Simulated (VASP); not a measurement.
## Ru14W: single point with PBE

The system is Ru14W, a slab with vacuum.

```
Ru W
1.0
     4.07963    2.35537    0.00000
    -4.07963    2.35537    0.00000
     0.00000    0.00000   20.59401
Ru W
14 1
Cartesian
  -0.0010 1.5708 6.0570
  2.7208 1.5708 6.0570
  -2.7198 1.5691 6.0570
  1.3599 0.7851 8.1385
  0.0000 3.1405 8.1043
  2.7198 3.1405 8.1043
  -0.0085 1.5752 10.2747
  2.7283 1.5752 10.2747
  -2.7198 1.5604 10.2747
  0.0000 3.1405 12.4762
  2.7198 3.1405 12.4762
  -0.0097 1.5759 14.5519
  2.7295 1.5759 14.5519
  -2.7198 1.5590 14.5519
  1.3599 0.7851 12.5051
```

- Program: VASP 6.6.1
- Task: single point
- Functional: PBE
- Potentials or basis: VASP PAW PBE potentials, release 64 (Ru_pv, W_sv)
- Cutoff: 520 eV
- k mesh: 9 × 9 × 1
- Occupations: methfessel-paxton, width 0.1 eV
- Spin: no spin polarisation
- Dipole correction: yes
- Further INCAR settings: LREAL = Auto; ALGO = Normal; EDIFF = 1e-06; NBANDS = 118

The largest force is 0.032 eV/Å and the band gap on the k mesh is zero (bands 105 and 106 overlap by 0.58 eV).

Forces in eV/Å, atoms in the order of the input:
```
Ru  -0.001  0.000 -0.017
Ru   0.001  0.000 -0.017
Ru   0.000 -0.001 -0.017
Ru   0.000  0.000  0.000
Ru   0.000  0.000  0.008
Ru   0.000  0.000  0.008
Ru  -0.004  0.003 -0.005
Ru   0.004  0.003 -0.005
Ru   0.000 -0.005 -0.005
Ru   0.000  0.000 -0.007
Ru   0.000  0.000 -0.007
Ru  -0.012  0.007  0.029
Ru   0.012  0.007  0.029
Ru   0.000 -0.014  0.029
W    0.000  0.000 -0.025
```

Levels at points of the mesh, in eV from the Fermi level:
| k point | band 103 | band 104 | band 105 | band 106 | band 107 | band 108 |
| --- | --- | --- | --- | --- | --- | --- |
| (0.00, 0.00, 0.00) | -0.79 | -0.21 | -0.21 | 0.11 | 0.11 | 0.37 |

Wall time 24 min on 1 thread of AMD EPYC 9R45 96-Core Processor (Zen 5) (shared host), peak memory 0.64 GiB.

Caveat: spin-orbit coupling is left out, which moves the levels of the heavy elements.
